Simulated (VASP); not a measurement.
# BAs: dielectric tensor with r2SCAN

BAs:

```
B As
1.0
     0.00000    2.43970    2.43970
     2.43970    0.00000    2.43970
     2.43970    2.43970    0.00000
B As
1 1
Direct
  0.00000 0.00000 0.00000
  0.25000 0.25000 0.25000
```

This cell differs from its parent crystal: strain +2.0%.

- Program: VASP 6.6.1
- Task: dielectric tensor
- Functional: r2SCAN
- Potentials or basis: VASP PAW PBE potentials, release 64 (B, As)
- Cutoff: 520 eV
- k mesh: 8 × 8 × 8
- Occupations: gaussian, width 0.01 eV
- Spin: no spin polarisation
- Dipole correction: no
- Further INCAR settings: ALGO = Normal; EDIFF = 1e-08

The band gap on the k mesh is 1.44 eV (least direct gap 3.38 eV). The electronic dielectric tensor (diagonal) is 9.44 and the born charges (mean of the diagonal) is B -0.21; As +0.21 e.

Levels at points of the mesh, in eV from the valence-band top:
| k point | band 1 | band 2 | band 3 | band 4 | band 5 | band 6 | band 7 | band 8 |
| --- | --- | --- | --- | --- | --- | --- | --- | --- |
| (0.00, 0.00, 0.00) | -15.57 | 0.00 | 0.00 | 0.00 | 3.38 | 3.38 | 3.38 | 4.32 |
| (0.50, 0.00, 0.00) | -12.78 | -8.77 | -1.82 | -1.82 | 2.60 | 4.99 | 4.99 | 9.42 |
| (0.50, 0.50, 0.00) | -11.45 | -8.70 | -4.04 | -4.04 | 1.69 | 1.75 | 11.54 | 11.54 |

Electronic dielectric tensor:
```
9.44 0.00 0.00
0.00 9.44 0.00
0.00 0.00 9.44
```

Born effective charge tensors (e):
atom 1, B
```
-0.21  0.00  0.00
 0.00 -0.21  0.00
 0.00  0.00 -0.21
```
atom 2, As
```
0.21 0.00 0.00
0.00 0.21 0.00
0.00 0.00 0.21
```

Dipole moments of the cell (e·Å, modulo the quantum): ionic 6.099, 6.099, 6.099; electronic 0.004, 0.004, 0.018

Run time: 18 min on 1 thread of Intel(R) Xeon(R) 6975P-C (Granite Rapids), on a shared host, peak memory 0.32 GiB.

Caveat: the cell differs from its parent crystal (strain +2.0%). A k mesh can miss the band edges.
